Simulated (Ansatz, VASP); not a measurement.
# Pt2I in VASP and in Ansatz

POSCAR

```
Pt2I
1.0
   -6.1671480000      0.0000000000      0.0000000000
    0.0000000000      0.0000000000      4.5372590000
    0.0000000000      5.3301780000      2.2686300000
Pt I
4 2
Direct
    0.7500000000      0.6200000000      0.7600000000
    0.2500000000      0.3800000000      0.2400000000
    0.0000000000      0.0000000000      0.0000000000
    0.5000000000      0.0000000000      0.0000000000
    0.7500000000      0.3300000000      0.3400000000
    0.2500000000      0.6700000000      0.6600000000
```

The input INCAR.step1:

```
PREC = Accurate
ENCUT = 520
ISMEAR = 0
SIGMA = 0.0916
LREAL = F
LASPH = T
NELM = 80
NBANDS = 36
GGA = PE
ALGO = Normal
EDIFF = 1E-4
LWAVE = T
LCHARG = F
```

INCAR.step2

```
PREC = Accurate
ENCUT = 520
EDIFF = 1E-6
ISMEAR = 0
SIGMA = 0.0916
LREAL = F
LASPH = T
NELM = 80
ALGO = Normal
ISIF = 2
LWAVE = F
LCHARG = F
METAGGA = R2SCAN
LMIXTAU = T
NBANDS = 36
ISTART = 1
```

The input KPOINTS:

```
Automatic mesh
0
Gamma
  3 4 4
```

Input for Ansatz:

```yaml
crystal:
  lattice:
    - [-6.167148, 0.0, 0.0]
    - [0.0, 0.0, 4.537259]
    - [0.0, 5.330178, 2.26863]
  atoms:
    - { symbol: Pt, position: [0.75, 0.62, 0.76] }
    - { symbol: Pt, position: [0.25, 0.38, 0.24] }
    - { symbol: Pt, position: [0.0, 0.0, 0.0] }
    - { symbol: Pt, position: [0.5, 0.0, 0.0] }
    - { symbol: I, position: [0.75, 0.33, 0.34] }
    - { symbol: I, position: [0.25, 0.67, 0.66] }
  symmetry: { tolerance: 0.0003 }
kpoints:
  mp_grid: { grid: [3, 4, 4], shift: [0, 0, 0] }
magnetization:
  spin_polarized: false
scf:
  occupations: { method: gaussian, width: 0.0916 }
  lower_state_search: "off"
  n_extra_bands: 4
hamiltonian:
  pseudopotentials: { kind: paw }
  xc: r2scan
basis:
  ecutwfc: 500
output:
  forces: true
  stress: true
  eigenvalues: true
```

Alike in both runs: task single point; functional r2SCAN; k mesh 3 × 4 × 4; occupations gaussian, width 0.0916 eV; no spin polarisation.

|  | VASP | Ansatz |
| --- | --- | --- |
| version | VASP 6.6.1 | Ansatz 0.2.0 |
| potentials or method | VASP PAW PBE potentials, release 64 (Pt, I), cutoff 520 eV | PAW plane waves |
| valence electrons in the cell | 54 | 106 |

```csv
,VASP,Ansatz,Ansatz less VASP
gap on the k mesh at the Fermi level (eV),none,none,-
pressure (GPa),-16.8,-16.7,+0.05
"traceless stress, the component that is largest in VASP (GPa)",4.99,4.99,-0.001
rms of the force components (eV/Å),0.270,0.271,+0.0009
```

VASP's potentials were made for PBE, not for r2SCAN. Atom by atom the forces differ by 0.001 eV/Å (rms over components). A gap of «none» marks a metal or a gap that the smearing closes. VASP's potentials hold 54 valence electrons a cell and Ansatz's 106, so a difference there can come from the potentials and not from the codes.

The k mesh is coarse, so the values compare programs but aren't converged. Neither program's run includes spin-orbit coupling.
